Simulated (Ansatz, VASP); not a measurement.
**Ir: VASP beside Ansatz**

File POSCAR:

```
Ir
1.0
   -1.5788553348      1.5788553348      1.5788553348
    1.5788553348     -1.5788553348      1.5788553348
    1.5788553348      1.5788553348     -1.5788553348
Ir
1
Direct
    0.0000000000      0.0000000000      0.0000000000
```

Contents of INCAR.step1:

```
SYSTEM = Ir
PREC = Accurate
ENCUT = 620
ISMEAR = 0
SIGMA = 0.1
LREAL = .FALSE.
LASPH = .TRUE.
NELM = 120
GGA = PE
ALGO = Normal
EDIFF = 1E-5
LWAVE = .TRUE.
LCHARG = .FALSE.
GGA_COMPAT = .FALSE.
IBRION = 2
ISIF = 3
EDIFFG = -0.005
NELMIN = 4
NSW = 100
```

The input INCAR.step2:

```
SYSTEM = Ir
PREC = Accurate
ENCUT = 620
EDIFF = 1E-7
ISMEAR = 0
SIGMA = 0.1
LREAL = .FALSE.
LASPH = .TRUE.
NELM = 120
ALGO = Normal
ISIF = 3
LWAVE = .FALSE.
LCHARG = .FALSE.
METAGGA = R2SCAN
LMIXTAU = .TRUE.
IBRION = 2
NSW = 90
EDIFFG = -0.04
ISTART = 1
GGA_COMPAT = .FALSE.
NELMIN = 4
```

KPOINTS

```
regular mesh
0
G
  8 8 8
  0 0 0
```

Input for Ansatz:

```yaml
crystal:
  lattice:
    - [-1.5788553348, 1.5788553348, 1.5788553348]
    - [1.5788553348, -1.5788553348, 1.5788553348]
    - [1.5788553348, 1.5788553348, -1.5788553348]
  atoms:
    - { symbol: Ir, position: [0.0, 0.0, 0.0] }
basis:
  ecutwfc: 500
kpoints:
  mp_grid: { grid: [8, 8, 8] }
hamiltonian:
  xc: r2scan
scf:
  occupations: { method: gaussian, width: 0.1 }
  lower_state_search: "off"
output:
  forces: true
  stress: true
  eigenvalues: true
relax:
  adjacent_minimum: "off"
  f_tol: 0.04
  max_steps: 70
  cell: { stress_tol: 0.4 }
```

Alike in both runs: task relaxation of cell and atoms; functional r2SCAN; k mesh 8 × 8 × 8; occupations gaussian, width 0.1 eV; no spin polarisation.

```csv
,VASP,Ansatz
version,VASP 6.6.1,Ansatz 0.2.0
potentials or method,"VASP PAW PBE potentials, release 64 (Ir_sv_GW), cutoff 620 eV","scalar-relativistic, plane waves, PAW"
valence electrons in the cell,17,17
```

Ansatz gave:

* gap on the k mesh at the Fermi level, each at its own relaxed structure (eV): none
* relaxed volume (Å³/atom): 14.74
* relaxed length of the cell vector where the two differ most in proportion (Å): 2.675

Task: What did VASP give for the same quantities?

Result: gap on the k mesh at the Fermi level, each at its own relaxed structure (eV): none; relaxed volume (Å³/atom): 14.71; relaxed length of the cell vector where the two differ most in proportion (Å): 2.673.

VASP's potentials were made for PBE, not for r2SCAN. A gap of «none» marks a metal or a gap that the smearing closes.

Neither program's run includes spin-orbit coupling.
